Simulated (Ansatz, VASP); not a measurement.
Zr in VASP and in Ansatz

```
CELL_PARAMETERS angstrom
-1.81000 1.81000 1.81000
1.81000 -1.81000 1.81000
1.81000 1.81000 -1.81000
ATOMIC_POSITIONS crystal
Zr 0.00000 0.00000 0.00000
```

Alike in both runs: task electric field gradients; functional r2SCAN; k mesh 16 × 16 × 16; occupations fermi-dirac, width 0.03 eV; no spin polarisation.

|  | VASP | Ansatz |
| --- | --- | --- |
| version | VASP 6.6.1 | Ansatz 0.2.0 |
| potentials or method | VASP PAW PBE potentials, release 64 (Zr_sv) | PAW with Ansatz's default frozen-core files, scalar-relativistic |
| plane-wave cutoff (eV) | 520 | 500 |
| valence electrons in the cell | 12 | 12 |

|  | VASP | Ansatz | Ansatz less VASP |
| --- | --- | --- | --- |
| pressure (GPa) | -2.7 | -2.7 | -0.02 |

VASP's potentials were made for PBE, not for r2SCAN.
